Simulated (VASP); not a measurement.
# Ni (Fm-3m) in VASP: notebook

Ni is run at these levels: PBE; tasks: single point.

All numbers are computed with VASP 6.6.1; they aren't measurements. Logs are shortened: lines on timing, memory, paths and dates and some standing lists are left out, and cuts for length are marked.

**1. The cell of the first run**

Symmetry: Fm-3m, No. 225, cubic system. The conventional cell has a = 3.551 Å, b = 3.551 Å, c = 3.551 Å, α = 90.00°, β = 90.00°, γ = 90.00°. Ni (site symmetry m-3m) has 12 Ni at 2.51 Å within 3.3 Å.

**2. Single point, PBE, collinear spin, antiferromagnetic start**

Input file INCAR:

```
SYSTEM = Ni
ALGO = Normal ; EDIFF = 1E-7
ENCUT = 520 ; GGA = PE
ISIF = 2 ; ISMEAR = -1
ISPIN = 2 ; LASPH = .True.
LCHARG = .True. ; LELF = .True.
LMAXMIX = 4 ; LORBIT = 11
LREAL = .False. ; LVHAR = .True.
LWAVE = .False. ; MAGMOM = 2 -2
NBANDS = 21 ; NELM = 150
PREC = Accurate ; SIGMA = 0.1
```

Input file KPOINTS:

```
k-points
0
Gamma
  14 7 14
  0 0 0
```

Input file POSCAR:

```
Ni
1.0
    0.0000000000      1.7754000000      1.7754000000
    3.5508000000      0.0000000000      3.5508000000
    1.7754000000      1.7754000000      0.0000000000
Ni
2
Direct
    0.0000000000      0.0000000000      0.0000000000
    0.0000000000      0.5000000000      0.0000000000
```

Potentials or basis: VASP PAW PBE potentials, release 64 (Ni).

The run is started by

```
cat potpaw_PBE.64/Ni/POTCAR > POTCAR
mpirun -np 1 vasp_std > vasp.out
```

OUTCAR:

```text
SYSTEM = Ni
   EDIFF = 1E-7
   ENCUT = 520
   GGA = PE
   ISIF = 2
   ISMEAR = -1
   ISPIN = 2
   LASPH = .True.
   LORBIT = 11
   LREAL = .False.
   NELM = 150
   PREC = Accurate

 ion  position               nearest neighbor table
   1  0.000  0.000  0.000-   2 2.51   2 2.51   2 2.51   2 2.51   2 2.51   2 2.51
   2  0.000  0.500  0.000-   1 2.51   1 2.51   1 2.51   1 2.51   1 2.51   1 2.51

  LATTYP: Found a trigonal (rhomboedric) cell.
 ALAT       =     4.3488240893
 COS(alpha) =     0.8333333333

  Lattice vectors:

 A1 = (   1.7754000000,  -3.5508000000,   1.7754000000)
 A2 = (   3.5508000000,  -1.7754000000,   1.7754000000)
 A3 = (   1.7754000000,  -1.7754000000,   3.5508000000)

Analysis of symmetry for initial positions (statically):
=====================================================================
 Subroutine PRICEL returns following result:

  LATTYP: Found a face centered cubic cell.
 ALAT       =     3.5508000000
[... 12 lines left out ...]
 Subroutine GETGRP returns: Found 12 space group operations
 (whereof 12 operations were pure point group operations)
 out of a pool of 12 trial point group operations.

The static configuration has the point symmetry D_3d.

Analysis of symmetry for dynamics (positions and initial velocities):
=====================================================================
 Subroutine PRICEL returns following result:

  LATTYP: Found a face centered cubic cell.
 ALAT       =     3.5508000000
[... 12 lines left out ...]
 Subroutine GETGRP returns: Found 12 space group operations
 (whereof 12 operations were pure point group operations)
 out of a pool of 12 trial point group operations.

The dynamic configuration has the point symmetry D_3d.

Analysis of structural, dynamic, and magnetic symmetry:
=====================================================================
 Subroutine PRICEL returns following result:

  LATTYP: Found a face centered cubic cell.
 ALAT       =     3.5508000000
[... 12 lines left out ...]
 Subroutine GETGRP returns: Found 12 space group operations
 (whereof 12 operations were pure point group operations)
 out of a pool of 12 trial point group operations.

The overall configuration has the point symmetry D_3d.

 Subroutine INISYM returns: Found 12 space group operations
 (whereof 12 operations are pure point group operations),
 and found     2 'primitive' translations

----------------------------------------------------------------------------------------

                                     Primitive cell

  volume of cell :      11.1923

  direct lattice vectors                    reciprocal lattice vectors
     0.000000000  1.775400000  1.775400000    -0.281626676  0.281626676  0.281626676
[... 128 lines left out ...]
   GGA     = PE    functional components
   LHFCALC =     F    Hartree Fock is set to
   AEXX    =    0.0000 exact exchange contribution
   IVDW    =     0    specifies the selected vdW correction
   LEPSILON=     F    determine dielectric tensor
   LRPA    =     F    only Hartree local field effects (RPA)
 spin polarized calculation
  energy-cutoff  :      520.00
  volume of cell :       22.38
 maximum number of plane-waves:       615
   NGX =  9   NGY = 19   NGZ =  9

 number of electron      20.0000014 magnetization      -0.0000000

 number of electron      20.0000014 magnetization       0.0000000

 Free energy of the ion-electron system (eV)
  ---------------------------------------------------
  ext. energy  EPLUGINS =         0.00000000
  ---------------------------------------------------
  free energy    TOTEN  =       -10.92007316 eV

  energy without entropy =      -10.73816707  energy(sigma->0) =      -10.82912011

 E-fermi :   8.8042     XC(G=0): -13.0884

 val. band max:        8.7888877900   @ k =  -0.4286   0.4286   0.0000
 cond. band min:       8.8043351246   @ k =  -0.2857   0.0000   0.0714
 fundamental gap:      0.0154473346
 Fermi energy:         8.8042341034

 spin component 1

 k-point     1 :       0.0000    0.0000    0.0000
  band No.  band energies     occupation
      1       0.1484      1.00000
      2       4.5303      1.00000
      3       6.9690      1.00000
      4       6.9690      1.00000
      5       7.0135      1.00000
      6       7.0135      1.00000
[... 565 lines left out ...]
     20      35.6635      0.00000
     21      36.7358      0.00000

 [... further k-points ...]

 spin component 2

 k-point     1 :       0.0000    0.0000    0.0000
  band No.  band energies     occupation
      1       0.1484      1.00000
      2       4.5303      1.00000
      3       6.9690      1.00000
      4       6.9690      1.00000
      5       7.0135      1.00000
      6       7.0135      1.00000
[... 565 lines left out ...]
     20      35.6635      0.00000
     21      36.7358      0.00000

 [... further k-points ...]

------------------------ aborting loop because EDIFF is reached ----------------------------------------

  FORCE on cell =-STRESS in cart. coord.  units (eV):
  Direction    XX          YY          ZZ          XY          YZ          ZX
  --------------------------------------------------------------------------------------
  -------------------------------------------------------------------------------------
  Total       -0.7826391     -0.7826391     -0.7826391     -0.0000058     -0.0000058      0.0000058
  in kB      -56.0174682    -56.0174682    -56.0174682     -0.0004175     -0.0004175      0.0004175
  external PRESSURE =     -56.0174682 kB  Pullay stress =       0.0000000 kB

 VOLUME and BASIS-vectors are now :
 -----------------------------------------------------------------------------
  energy-cutoff  :      520.00
  volume of cell :       22.38
      direct lattice vectors                 reciprocal lattice vectors
     0.000000000  1.775400000  1.775400000    -0.281626676  0.281626676  0.281626676
     3.550800000  0.000000000  3.550800000     0.140813338 -0.140813338  0.140813338
     1.775400000  1.775400000  0.000000000     0.281626676  0.281626676 -0.281626676

 POSITION                                       TOTAL-FORCE (eV/Angst)
 -----------------------------------------------------------------------------------
      0.00000      0.00000      0.00000         0.000000      0.000000      0.000000
      1.77540      0.00000      1.77540        -0.000000     -0.000000     -0.000000
 -----------------------------------------------------------------------------------
    total drift:                               -0.000000      0.000000     -0.000000

  FREE ENERGIE OF THE ION-ELECTRON SYSTEM (eV)
  ---------------------------------------------------
  free  energy   TOTEN  =       -10.9200731628 eV

  energy  without entropy=      -10.7381670659  energy(sigma->0) =      -10.82912011

 total charge

# of ion       s       p       d       tot
------------------------------------------
    1        0.483   0.469   8.311   9.263
    2        0.483   0.469   8.311   9.263
--------------------------------------------------
tot          0.966   0.939  16.622  18.526

 magnetization (x)

# of ion       s       p       d       tot
------------------------------------------
    1       -0.000  -0.000  -0.000  -0.000
    2        0.000   0.000   0.000   0.000
--------------------------------------------------
tot          0.000   0.000   0.000   0.000
```

Wall time 3.7 min (1 thread of Intel Xeon Platinum 8259CL at 2.50GHz (Skylake/Cascade Lake), shared host); peak memory 0.22 GiB.

What came out:

```
Free energy                                           : -10.9201 eV
Pressure                                              : -5.6 GPa
Band gap on the k mesh                                : zero (filled and empty bands overlap)
Net moment                                            : 0.00 μB per cell
Valence electrons inside the program's atomic spheres : Ni 9.26
```

Levels at points of the mesh, in eV from the Fermi level:
Spin up:
```tsv
k point	band 6	band 7	band 8	band 9	band 10	band 11	band 12	band 13	band 14	band 15
(0.00, 0.00, 0.00)	-1.79	-1.79	-0.74	-0.74	-0.10	-0.04	-0.04	5.86	22.09	23.58
(0.50, 0.00, 0.00)	-0.10	-0.05	-0.04	-0.04	0.14	0.14	2.59	5.86	9.27	14.74
```
Spin down:
```
           k point  band 7  band 8  band 9  band 10  band 11  band 12  band 13  band 14
(0.00, 0.00, 0.00)   -1.79   -0.74   -0.74    -0.10    -0.04    -0.04     5.86    22.09
(0.50, 0.00, 0.00)   -0.05   -0.04   -0.04     0.14     0.14     2.59     5.86     9.27
```

Caveat: the cell stands under tension.

(Continued in part 2 of 2.)
